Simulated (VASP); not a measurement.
# Yb (Fm-3m) in VASP: further runs

Yb is run at these levels: PBE, LDA; tasks: single point, relaxation of cell and atoms.

Everything below comes from runs of VASP 6.6.1. Logs are shortened: lines on timing, memory, paths and dates and some standing lists are left out, and cuts for length are marked.

## Step 1: The cell of the first run

The structure is cubic, space group Fm-3m (No. 225). The conventional cell has a = 5.449 Å, b = 5.449 Å, c = 5.449 Å, α = 90.00°, β = 90.00°, γ = 90.00°. Yb (site symmetry m-3m) has 12 Yb at 3.85 Å within 5.1 Å.

## Step 2: Single point, PBE, collinear spin, ferromagnetic start

The input, INCAR:

```
ALGO = Normal
EDIFF = 1E-6
ENCUT = 520
GGA = PE
ISIF = 2
ISMEAR = -1
ISPIN = 2
LASPH = T
LCHARG = F
LMAXMIX = 6
LORBIT = 11
LREAL = F
LWAVE = F
MAGMOM = 1
NBANDS = 22
NELM = 150
PREC = Accurate
SIGMA = 0.05
```

The input, KPOINTS:

```
k-points
0
Gamma
  8 8 8
```

The input, POSCAR:

```
Yb
1.0
    0.0000000000      2.7246893782      2.7246893782
    2.7246893782      0.0000000000      2.7246893782
    2.7246893782      2.7246893782      0.0000000000
Yb
1
Direct
    0.0000000000      0.0000000000      0.0000000000
```

Potentials or basis: VASP PAW PBE potentials, release 64 (Yb).

Run with:

```sh
$ cat potpaw_PBE.64/Yb/POTCAR > POTCAR
$ mpirun -np 1 vasp_std > vasp.out
```

OUTCAR:

```text
EDIFF = 1E-6
   ENCUT = 520
   GGA = PE
   ISIF = 2
   ISMEAR = -1
   ISPIN = 2
   LASPH = T
   LORBIT = 11
   LREAL = F
   NELM = 150
   PREC = Accurate

 ion  position               nearest neighbor table
   1  0.000  0.000  0.000-

  LATTYP: Found a face centered cubic cell.
 ALAT       =     5.4493787564

  Lattice vectors:

 A1 = (   0.0000000000,   2.7246893782,   2.7246893782)
 A2 = (   2.7246893782,   0.0000000000,   2.7246893782)
 A3 = (   2.7246893782,   2.7246893782,   0.0000000000)

Analysis of symmetry for initial positions (statically):
=====================================================================
 Subroutine PRICEL returns:
 Original cell was already a primitive cell.

 Routine SETGRP: Setting up the symmetry group for a
 face centered cubic supercell.

 Subroutine GETGRP returns: Found 48 space group operations
 (whereof 48 operations were pure point group operations)
 out of a pool of 48 trial point group operations.

The static configuration has the point symmetry O_h .

Analysis of symmetry for dynamics (positions and initial velocities):
=====================================================================
 Subroutine PRICEL returns:
 Original cell was already a primitive cell.

 Routine SETGRP: Setting up the symmetry group for a
 face centered cubic supercell.

 Subroutine GETGRP returns: Found 48 space group operations
 (whereof 48 operations were pure point group operations)
 out of a pool of 48 trial point group operations.

The dynamic configuration has the point symmetry O_h .

Analysis of structural, dynamic, and magnetic symmetry:
=====================================================================
 Subroutine PRICEL returns:
 Original cell was already a primitive cell.

 Routine SETGRP: Setting up the symmetry group for a
 face centered cubic supercell.

 Subroutine GETGRP returns: Found 48 space group operations
 (whereof 48 operations were pure point group operations)
 out of a pool of 48 trial point group operations.

The overall configuration has the point symmetry O_h .

 Subroutine INISYM returns: Found 48 space group operations
 (whereof 48 operations are pure point group operations),
 and found     1 'primitive' translations

----------------------------------------------------------------------------------------

                                     Primitive cell

  volume of cell :      40.4558

  direct lattice vectors                    reciprocal lattice vectors
     0.000000000  2.724689378  2.724689378    -0.183507156  0.183507156  0.183507156
     2.724689378  0.000000000  2.724689378     0.183507156 -0.183507156  0.183507156
     2.724689378  2.724689378  0.000000000     0.183507156  0.183507156 -0.183507156

  length of vectors
     3.853292672  3.853292672  3.853292672     0.317843719  0.317843719  0.317843719

  position of ions in fractional coordinates (direct lattice)
     0.000000000  0.000000000  0.000000000

  ion indices of the primitive-cell ions
   primitive index   ion index
                 1           1

----------------------------------------------------------------------------------------

 KPOINTS: k-points

Automatic generation of k-mesh.
 Grid dimensions read from file:
 generate k-points for:    8    8    8

 Generating k-lattice:

  Cartesian coordinates                     Fractional coordinates (reciprocal lattice)
    -0.022938395  0.022938395  0.022938395     0.125000000  0.000000000  0.000000000
     0.022938395 -0.022938395  0.022938395     0.000000000  0.125000000  0.000000000
     0.022938395  0.022938395 -0.022938395     0.000000000  0.000000000  0.125000000

  Length of vectors
     0.039730465  0.039730465  0.039730465

  Shift w.r.t. Gamma in fractional coordinates (k-lattice)
     0.000000000  0.000000000  0.000000000

 Subroutine IBZKPT returns following result:
 ===========================================

 Found     29 irreducible k-points:

 Following reciprocal coordinates:
            Coordinates               Weight
  0.000000  0.000000  0.000000      1.000000
  0.125000  0.000000  0.000000      8.000000
  0.250000  0.000000  0.000000      8.000000
  0.375000  0.000000  0.000000      8.000000
  0.500000  0.000000  0.000000      4.000000
  0.125000  0.125000  0.000000      6.000000
[... 16 lines left out ...]
  0.500000  0.250000  0.125000     48.000000
 -0.375000  0.250000  0.125000     24.000000
 [... further k-points ...]
   k-points           NKPTS =     29   k-points in BZ     NKDIM =     29   number of bands    NBANDS=     22
   number of dos      NEDOS =    301   number of ions     NIONS =      1
   total plane-waves  NPLWV =  27000
   dimension x,y,z NGX =    30 NGY =   30 NGZ =   30
   dimension x,y,z NGXF=    60 NGYF=   60 NGZF=   60
   ions per type =               1
   NGX,Y,Z   is equivalent  to a cutoff of  12.94, 12.94, 12.94 a.u.
   NGXF,Y,Z  is equivalent  to a cutoff of  25.89, 25.89, 25.89 a.u.
 SYSTEM =  unknown system
   PREC   = accura    normal or accurate (medium, high low for compatibility)
   ISTART =      0    job   : 0-new  1-cont  2-samecut
   ICHARG =      2    charge: 1-file 2-atom 10-const
   ISPIN  =      2    spin polarized calculation?
   LNONCOLLINEAR =      F non collinear calculations
   LSORBIT =      F    spin-orbit coupling
   LASPH  =      T    aspherical Exc in radial PAW
   ENCUT  =  520.0 eV  38.22 Ry    6.18 a.u.   7.16  7.16  7.16*2*pi/ulx,y,z
   NELM   =    150;   NELMIN=  2; NELMDL= -5     # of ELM steps
   EDIFF  = 0.1E-05   stopping-criterion for ELM
   LREAL  =      F    real-space projection
   EDIFFG = 0.1E-04   stopping-criterion for IOM
   NSW    =      0    number of steps for IOM
   IBRION =     -1    ionic relax: 0-MD 1-quasi-New 2-CG
   NFREE  =      0    steps in history (QN), initial steepest desc. (CG)
   ISIF   =      2    stress and relaxation
   ISYM   =      2    0-nonsym 1-usesym 2-fastsym
   POTIM  = 0.5000    time-step for ionic-motion
   TEBEG  =    0.0;   TEEND  =   0.0 temperature during run
   PSTRESS=    0.0 pullay stress
   NELECT =      24.0000    total number of electrons
   NUPDOWN=      -1.0000    fix difference up-down
   EMIN   =  10.00;   EMAX   =-10.00  energy-range for DOS
   EFERMI =   0.00;   METHOD = LEGACY
   ISMEAR =    -1;   SIGMA  =   0.05  broadening in eV -4-tet -1-fermi 0-gaus
   EFERMI_NEDOS =   21; number of points for ismear=-14 and -15
   IALGO  =     38    algorithm
   IMIX   =      4    mixing-type and parameters
     AMIX     =   0.40;   BMIX     =  1.00
     AMIX_MAG =   1.60;   BMIX_MAG =  1.00
  volume/ion in A,a.u.               =      40.46       273.01
  Fermi-wavevector in a.u.,A,eV,Ry     =   1.375577  2.599464 25.745109  1.892212
  Thomas-Fermi vector in A             =   2.500900
   LORBIT       =     11    0 simple, 1 ext, 2 COOP (PROOUT), +10 PAW based schemes
   GGA     = PE    functional components
   LHFCALC =     F    Hartree Fock is set to
   AEXX    =    0.0000 exact exchange contribution
   IVDW    =     0    specifies the selected vdW correction
   LEPSILON=     F    determine dielectric tensor
   LRPA    =     F    only Hartree local field effects (RPA)
 spin polarized calculation
  energy-cutoff  :      520.00
  volume of cell :       40.46
 maximum number of plane-waves:      1106
 NGX is ok and might be reduce to    30
   NGX = 15   NGY = 15   NGZ = 15

 number of electron      23.9999987 magnetization       0.0252987

 number of electron      23.9999987 magnetization      -0.0028266

 Free energy of the ion-electron system (eV)
  ---------------------------------------------------
  ext. energy  EPLUGINS =         0.00000000
  ---------------------------------------------------
  free energy    TOTEN  =        -3.53843849 eV

  energy without entropy =       -3.52409090  energy(sigma->0) =       -3.53126470

 E-fermi :   1.2416     XC(G=0):  -8.9390

 val. band max:        1.1165224186   @ k =  -0.3750   0.3750   0.0000
 cond. band min:       1.2687631549   @ k =  -0.3750   0.2500   0.1250
 fundamental gap:      0.1522407364
 Fermi energy:         1.2416437606

 spin component 1

 k-point     1 :       0.0000    0.0000    0.0000
  band No.  band energies     occupation
      1     -50.5925      1.00000
      2     -22.8463      1.00000
      3     -22.8463      1.00000
      4     -22.8463      1.00000
      5      -3.6799      1.00000
      6       0.8038      0.99984
[... 14 lines left out ...]
     21      12.6606      0.00000
     22      14.4109      0.00000

 k-point     2 :       0.1250    0.0000    0.0000
  band No.  band energies     occupation
      1     -50.5912      1.00000
      2     -22.8801      1.00000
      3     -22.8510      1.00000
      4     -22.8510      1.00000
      5      -3.3610      1.00000
      6       0.8075      0.99983
[... 14 lines left out ...]
     21      13.2894      0.00000
     22      15.6717      0.00000
[... 523 lines left out ...]
     21      13.3953      0.00000
     22      15.5432      0.00000

 k-point    24 :      -0.3750    0.2500    0.1250
  band No.  band energies     occupation
      1     -50.5817      1.00000
      2     -23.0408      1.00000
      3     -22.9366      1.00000
      4     -22.8967      1.00000
      5       0.3185      1.00000
      6       0.8269      0.99975
[... 14 lines left out ...]
     21      12.4340      0.00000
     22      17.2249      0.00000

 [... further k-points ...]

 spin component 2

 k-point     1 :       0.0000    0.0000    0.0000
  band No.  band energies     occupation
      1     -50.5928      1.00000
      2     -22.8472      1.00000
      3     -22.8472      1.00000
      4     -22.8472      1.00000
      5      -3.6816      1.00000
      6       0.8035      0.99984
[... 14 lines left out ...]
     21      12.6573      0.00000
     22      14.4044      0.00000

 k-point     2 :       0.1250    0.0000    0.0000
  band No.  band energies     occupation
      1     -50.5915      1.00000
      2     -22.8810      1.00000
      3     -22.8518      1.00000
      4     -22.8518      1.00000
      5      -3.3627      1.00000
      6       0.8072      0.99983
[... 14 lines left out ...]
     21      13.2863      0.00000
     22      15.6679      0.00000
[... 523 lines left out ...]
     21      13.3943      0.00000
     22      15.5416      0.00000

 k-point    24 :      -0.3750    0.2500    0.1250
  band No.  band energies     occupation
      1     -50.5820      1.00000
      2     -23.0417      1.00000
      3     -22.9374      1.00000
      4     -22.8976      1.00000
      5       0.3177      1.00000
      6       0.8258      0.99976
[... 14 lines left out ...]
     21      12.4323      0.00000
     22      17.2231      0.00000

 [... further k-points ...]

------------------------ aborting loop because EDIFF is reached ----------------------------------------

  FORCE on cell =-STRESS in cart. coord.  units (eV):
  Direction    XX          YY          ZZ          XY          YZ          ZX
  --------------------------------------------------------------------------------------
  -------------------------------------------------------------------------------------
  Total        0.4847495      0.4847495      0.4847495      0.0000000      0.0000000     -0.0000000
  in kB       19.1976021     19.1976021     19.1976021      0.0000000      0.0000000     -0.0000000
  external PRESSURE =      19.1976021 kB  Pullay stress =       0.0000000 kB

 VOLUME and BASIS-vectors are now :
 -----------------------------------------------------------------------------
  energy-cutoff  :      520.00
  volume of cell :       40.46
      direct lattice vectors                 reciprocal lattice vectors
     0.000000000  2.724689378  2.724689378    -0.183507156  0.183507156  0.183507156
     2.724689378  0.000000000  2.724689378     0.183507156 -0.183507156  0.183507156
     2.724689378  2.724689378  0.000000000     0.183507156  0.183507156 -0.183507156

 POSITION                                       TOTAL-FORCE (eV/Angst)
 -----------------------------------------------------------------------------------
      0.00000      0.00000      0.00000         0.000000      0.000000      0.000000
 -----------------------------------------------------------------------------------
    total drift:                               -0.000000     -0.000000      0.000000

  FREE ENERGIE OF THE ION-ELECTRON SYSTEM (eV)
  ---------------------------------------------------
  free  energy   TOTEN  =        -3.5384384904 eV

  energy  without entropy=       -3.5240909047  energy(sigma->0) =       -3.53126470

 total charge

# of ion       s       p       d       f       tot
--------------------------------------------------
    1        2.214   5.981   0.214  13.643  22.053

 magnetization (x)

# of ion       s       p       d       f       tot
--------------------------------------------------
    1        0.000  -0.000  -0.000   0.000  -0.000
```

Run time: 5.4 min. Hardware: 1 thread of Intel Xeon 6975P-C (Granite Rapids), shared host; peak memory 0.24 GiB.

Results:

* Free energy: -3.5384 eV
* Pressure: 1.9 GPa
* Band gap on the k mesh: zero (filled and empty bands overlap)
* Net moment: 0.00 μB per cell
* Valence electrons inside the program's atomic spheres: Yb 22.05

Caveat: spin-orbit coupling is left out, which moves the levels of the heavy elements.

(Continued in part 2 of 3.)

The gap in the log of VASP goes by the Fermi energy; the results here count the filled bands.